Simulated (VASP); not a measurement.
# Li5Os (P-6) in VASP: single point with PBE

Aim: the single point of Li5Os with PBE.

Program: VASP 6.6.1. These are calculated values, not measurements. Logs are shortened: lines on timing, memory, paths and dates and some standing lists are left out, and cuts for length are marked.

## 1. The cell of the first run

It takes space group P-6 (No. 174, hexagonal). Conventional cell: a = 3.207 Å, b = 3.207 Å, c = 5.616 Å, α = 90.00°, β = 90.00°, γ = 120.00°. Within 1.7 Å of Li (site symmetry m) lie 1 Os at 1.18 Å and 4 Li at 1.44 to 1.65 Å. Within 1.7 Å of Li (site symmetry 3) lie 1 Os at 1.15 Å and 3 Li at 1.65 Å. Within 1.6 Å of Os (site symmetry -6) lie 5 Li at 1.15 to 1.18 Å.

The cell was generated, and may not be a known phase.

## 2. Single point, PBE

INCAR

```
  PREC = Accurate
  ENCUT = 880
  EDIFF = 1E-6
  ISMEAR = 0
  SIGMA = 0.1
  LREAL = False
  LASPH = True
  NELM = 120
  ALGO = Normal
  ISIF = 2
  LWAVE = False
  LCHARG = False
  GGA = PE
  NBANDS = 24
  GGA_COMPAT = False
```

KPOINTS

```
regular mesh
0
Gamma
  6 6 4
```

POSCAR

```
Li5Os
1.0
    3.2072229100      0.0000000000      0.0000000000
   -1.6036114500      2.7775365100      0.0000000000
    0.0000000000      0.0000000000      5.6158804600
Li Os
5 1
Direct
    0.4154186700      0.0672354000      0.5000000000
    0.9327646000      0.3481832700      0.5000000000
    0.6518167300      0.5845813300      0.5000000000
    0.3333333300      0.6666666700      0.2945039600
    0.3333333300      0.6666666700      0.7054960400
    0.3333333300      0.6666666700      0.5000000000
```

Potentials or basis: VASP PAW PBE potentials, release 64 (Li_sv, Os_sv_GW).

Started as:

```
$ cat potpaw_PBE.64/Li_sv/POTCAR potpaw_PBE.64/Os_sv_GW/POTCAR > POTCAR
$ mpirun -np 1 vasp_std > vasp.out
```

OUTCAR:

```text
PREC = Accurate
   ENCUT = 880
   EDIFF = 1E-6
   ISMEAR = 0
   LREAL = False
   LASPH = True
   NELM = 120
   ISIF = 2
   GGA = PE

 ion  position               nearest neighbor table
   1  0.415  0.067  0.500-   6 1.18   3 1.44   2 1.44   5 1.65   4 1.65   3 2.04   2 2.04   6 2.07
                             2 2.15   3 2.15   4 2.37   5 2.37   6 2.59
   2  0.933  0.348  0.500-   6 1.18   3 1.44   1 1.44   4 1.65   5 1.65   1 2.04   3 2.04   6 2.07
                             3 2.15   1 2.15   5 2.37   4 2.37   6 2.59
   3  0.652  0.585  0.500-   6 1.18   1 1.44   2 1.44   4 1.65   5 1.65   1 2.04   2 2.04   6 2.07
                             2 2.15   1 2.15   5 2.37   4 2.37   6 2.59
   4  0.333  0.667  0.295-   6 1.15   1 1.65   2 1.65   3 1.65   5 2.31   3 2.37   2 2.37   1 2.37

   5  0.333  0.667  0.705-   6 1.15   1 1.65   2 1.65   3 1.65   4 2.31   3 2.37   2 2.37   1 2.37

   6  0.333  0.667  0.500-   4 1.15   5 1.15   1 1.18   2 1.18   3 1.18   3 2.07   2 2.07   1 2.07
                             3 2.59   1 2.59   2 2.59

 -----------------------------------------------------------------------------
|                                                                             |
|           W    W    AA    RRRRR   N    N  II  N    N   GGGG   !!!           |
|           W    W   A  A   R    R  NN   N  II  NN   N  G    G  !!!           |
|           W    W  A    A  R    R  N N  N  II  N N  N  G       !!!           |
|           W WW W  AAAAAA  RRRRR   N  N N  II  N  N N  G  GGG   !            |
|           WW  WW  A    A  R   R   N   NN  II  N   NN  G    G                |
|           W    W  A    A  R    R  N    N  II  N    N   GGGG   !!!           |
|                                                                             |
|     The distance between some ions is very small. Please check the          |
|     nearest-neighbor list in the OUTCAR file.                               |
|     I HOPE YOU KNOW WHAT YOU ARE DOING!                                     |
|                                                                             |
 -----------------------------------------------------------------------------

  LATTYP: Found a hexagonal cell.
 ALAT       =     3.2072229100
 C/A-ratio  =     1.7510103344

  Lattice vectors:

 A1 = (   3.2072229100,   0.0000000000,   0.0000000000)
 A2 = (  -1.6036114500,   2.7775365100,   0.0000000000)
 A3 = (   0.0000000000,   0.0000000000,   5.6158804600)

Analysis of symmetry for initial positions (statically):
=====================================================================
 Subroutine PRICEL returns:
 Original cell was already a primitive cell.

 Routine SETGRP: Setting up the symmetry group for a
 hexagonal supercell.

 Subroutine GETGRP returns: Found  6 space group operations
 (whereof  6 operations were pure point group operations)
 out of a pool of 24 trial point group operations.

The static configuration has the point symmetry C_3h.

Analysis of symmetry for dynamics (positions and initial velocities):
=====================================================================
 Subroutine PRICEL returns:
 Original cell was already a primitive cell.

 Routine SETGRP: Setting up the symmetry group for a
 hexagonal supercell.

 Subroutine GETGRP returns: Found  6 space group operations
 (whereof  6 operations were pure point group operations)
 out of a pool of 24 trial point group operations.

The dynamic configuration has the point symmetry C_3h.

 Subroutine INISYM returns: Found  6 space group operations
 (whereof  6 operations are pure point group operations),
 and found     1 'primitive' translations

----------------------------------------------------------------------------------------

                                     Primitive cell

  volume of cell :      50.0273

  direct lattice vectors                    reciprocal lattice vectors
     3.207222910  0.000000000  0.000000000     0.311796226  0.180015635  0.000000000
    -1.603611450  2.777536510  0.000000000     0.000000000  0.360031271  0.000000000
     0.000000000  0.000000000  5.615880460     0.000000000  0.000000000  0.178066468

  length of vectors
     3.207222910  3.207222903  5.615880460     0.360031270  0.360031271  0.178066468

  position of ions in fractional coordinates (direct lattice)
     0.415418670  0.067235400  0.500000000
     0.932764600  0.348183270  0.500000000
     0.651816730  0.584581330  0.500000000
     0.333333330  0.666666670  0.294503960
     0.333333330  0.666666670  0.705496040
     0.333333330  0.666666670  0.500000000

  ion indices of the primitive-cell ions
   primitive index   ion index
                 1           1
                 2           2
                 3           3
                 4           4
                 5           5
                 6           6

----------------------------------------------------------------------------------------

 KPOINTS: regular mesh

Automatic generation of k-mesh.
 Grid dimensions read from file:
 generate k-points for:    6    6    4

 Generating k-lattice:

  Cartesian coordinates                     Fractional coordinates (reciprocal lattice)
     0.051966038  0.030002606  0.000000000     0.166666667  0.000000000  0.000000000
     0.000000000  0.060005212  0.000000000     0.000000000  0.166666667  0.000000000
     0.000000000  0.000000000  0.044516617     0.000000000  0.000000000  0.250000000

  Length of vectors
     0.060005212  0.060005212  0.044516617

  Shift w.r.t. Gamma in fractional coordinates (k-lattice)
     0.000000000  0.000000000  0.000000000

 Subroutine IBZKPT returns following result:
 ===========================================

 Found     24 irreducible k-points:

 Following reciprocal coordinates:
            Coordinates               Weight
  0.000000  0.000000  0.000000      1.000000
  0.166667  0.000000  0.000000      6.000000
  0.333333  0.000000  0.000000      6.000000
  0.500000  0.000000  0.000000      3.000000
  0.166667  0.166667  0.000000      6.000000
  0.333333  0.166667  0.000000      6.000000
[... 16 lines left out ...]
 -0.333333  0.500000  0.500000      6.000000
  0.333333  0.333333  0.500000      2.000000
   k-points           NKPTS =     24   k-points in BZ     NKDIM =     24   number of bands    NBANDS=     24
   number of dos      NEDOS =    301   number of ions     NIONS =      6
   total plane-waves  NPLWV =  55296
   dimension x,y,z NGX =    32 NGY =   32 NGZ =   54
   dimension x,y,z NGXF=    64 NGYF=   64 NGZF=  108
   ions per type =               5   1
   NGX,Y,Z   is equivalent  to a cutoff of  16.59, 16.59, 15.99 a.u.
   NGXF,Y,Z  is equivalent  to a cutoff of  33.17, 33.17, 31.97 a.u.
 SYSTEM =  unknown system
   PREC   = accura    normal or accurate (medium, high low for compatibility)
   ISTART =      0    job   : 0-new  1-cont  2-samecut
   ICHARG =      2    charge: 1-file 2-atom 10-const
   ISPIN  =      1    spin polarized calculation?
   LNONCOLLINEAR =      F non collinear calculations
   LSORBIT =      F    spin-orbit coupling
   LASPH  =      T    aspherical Exc in radial PAW
   ENCUT  =  880.0 eV  64.68 Ry    8.04 a.u.   7.76  7.76 13.58*2*pi/ulx,y,z
   NELM   =    120;   NELMIN=  2; NELMDL= -5     # of ELM steps
   EDIFF  = 0.1E-05   stopping-criterion for ELM
   LREAL  =      F    real-space projection
   EDIFFG = 0.1E-04   stopping-criterion for IOM
   NSW    =      0    number of steps for IOM
   IBRION =     -1    ionic relax: 0-MD 1-quasi-New 2-CG
   NFREE  =      0    steps in history (QN), initial steepest desc. (CG)
   ISIF   =      2    stress and relaxation
   ISYM   =      2    0-nonsym 1-usesym 2-fastsym
   POTIM  = 0.5000    time-step for ionic-motion
   TEBEG  =    0.0;   TEEND  =   0.0 temperature during run
   PSTRESS=    0.0 pullay stress
   NELECT =      31.0000    total number of electrons
   NUPDOWN=      -1.0000    fix difference up-down
   EMIN   =  10.00;   EMAX   =-10.00  energy-range for DOS
   EFERMI =   0.00;   METHOD = LEGACY
   ISMEAR =     0;   SIGMA  =   0.10  broadening in eV -4-tet -1-fermi 0-gaus
   EFERMI_NEDOS =   21; number of points for ismear=-14 and -15
   IALGO  =     38    algorithm
   IMIX   =      4    mixing-type and parameters
     AMIX     =   0.40;   BMIX     =  1.00
     AMIX_MAG =   1.60;   BMIX_MAG =  1.00
  volume/ion in A,a.u.               =       8.34        56.27
  Fermi-wavevector in a.u.,A,eV,Ry     =   1.395703  2.637497 26.503986  1.947988
  Thomas-Fermi vector in A             =   2.519129
   LORBIT       =      0    0 simple, 1 ext, 2 COOP (PROOUT), +10 PAW based schemes
   GGA     = PE    functional components
   LHFCALC =     F    Hartree Fock is set to
   AEXX    =    0.0000 exact exchange contribution
   IVDW    =     0    specifies the selected vdW correction
   LEPSILON=     F    determine dielectric tensor
   LRPA    =     F    only Hartree local field effects (RPA)
 non-spin polarized calculation
 Gauss-broadening in eV      SIGMA  =   0.10
  energy-cutoff  :      880.00
  volume of cell :       50.03
 maximum number of plane-waves:      3000
   NGX = 15   NGY = 15   NGZ = 27

 number of electron      31.0000023 magnetization

 Free energy of the ion-electron system (eV)
  ---------------------------------------------------
  ext. energy  EPLUGINS =         0.00000000
  ---------------------------------------------------
  free energy    TOTEN  =        69.68584966 eV

  energy without entropy =       69.69800730  energy(sigma->0) =       69.69192848

 E-fermi :   5.9558     XC(G=0):  -9.7343

 val. band max:        5.9494378270   @ k =   0.3333   0.3333   0.2500
 cond. band min:       5.9813153049   @ k =   0.3333   0.0000   0.0000
 fundamental gap:      0.0318774779
 Fermi energy:         5.9558338271

 k-point     1 :       0.0000    0.0000    0.0000
  band No.  band energies     occupation
      1     -84.3314      2.00000
      2     -52.2683      2.00000
      3     -50.1458      2.00000
      4     -50.1458      2.00000
      5     -45.0398      2.00000
      6     -41.6706      2.00000
[... 16 lines left out ...]
     23      16.8265      0.00000
     24      16.9034      0.00000
[... 598 lines left out ...]
      2     -52.2564      2.00000
      3     -52.0251      2.00000
      4     -50.5803      2.00000
      5     -43.8223      2.00000
      6     -40.0805      2.00000
[... 16 lines left out ...]
     23      14.2810      0.00000
     24      14.5708      0.00000

------------------------ aborting loop because EDIFF is reached ----------------------------------------

  FORCE on cell =-STRESS in cart. coord.  units (eV):
  Direction    XX          YY          ZZ          XY          YZ          ZX
  --------------------------------------------------------------------------------------
  -------------------------------------------------------------------------------------
  Total       72.1990776     72.1990773     22.6982680     -0.0039270     -0.0000000      0.0000000
  in kB     2312.2535509   2312.2535415    726.9365841     -0.1257654     -0.0000000      0.0000000
  external PRESSURE =    1783.8145588 kB  Pullay stress =       0.0000000 kB

 VOLUME and BASIS-vectors are now :
 -----------------------------------------------------------------------------
  energy-cutoff  :      880.00
  volume of cell :       50.03
      direct lattice vectors                 reciprocal lattice vectors
     3.207222910  0.000000000  0.000000000     0.311796226  0.180015635  0.000000000
    -1.603611450  2.777536510  0.000000000     0.000000000  0.360031271  0.000000000
     0.000000000  0.000000000  5.615880460     0.000000000  0.000000000  0.178066468

 POSITION                                       TOTAL-FORCE (eV/Angst)
 -----------------------------------------------------------------------------------
      1.22452      0.18675      2.80794       -13.434107     12.266513     -0.000000
      2.43323      0.96709      2.80794        -3.906058    -17.767534      0.000000
      1.15308      1.62370      2.80794        17.340165      5.501021      0.000000
     -0.00000      1.85169      1.65390         0.000000      0.000000    -10.581693
     -0.00000      1.85169      3.96198         0.000000      0.000000     10.581693
     -0.00000      1.85169      2.80794         0.000000      0.000000      0.000000
 -----------------------------------------------------------------------------------
    total drift:                                0.000156     -0.000094      0.000000

  FREE ENERGIE OF THE ION-ELECTRON SYSTEM (eV)
  ---------------------------------------------------
  free  energy   TOTEN  =        69.6858496574 eV

  energy  without entropy=       69.6980072987  energy(sigma->0) =       69.69192848
```

It took 58 s on 1 thread of Intel Xeon 6975P-C (Granite Rapids), shared host; peak memory 0.26 GiB.

Results:

```
Free energy            : 69.6858 eV
Pressure               : 178.4 GPa
Largest force          : 18.192 eV/Å
Band gap on the k mesh : zero (an odd number of electrons rules out a gap without spin polarisation)
```

Forces on the atoms (eV/Å):
```
Li  -13.434  12.267   0.000
Li   -3.906 -17.768   0.000
Li   17.340   5.501   0.000
Li    0.000   0.000 -10.582
Li    0.000   0.000  10.582
Os    0.000   0.000   0.000
```

Stress tensor (GPa, compression positive):
```
231.23  -0.01   0.00
 -0.01 231.23   0.00
  0.00   0.00  72.69
```

Caveat: the k points lie up to 0.38 Å⁻¹ apart, too coarse for converged energies and pressures of a metal; atoms lie so close that the PAW spheres overlap strongly, which falsifies energies and pressures; spin-orbit coupling is left out, which moves the levels of the heavy elements; forces of over 1 eV/Å act on the atoms, so gaps and moduli don't describe the material at rest.

The gap in the log of VASP goes by the Fermi energy; the results here count the filled bands.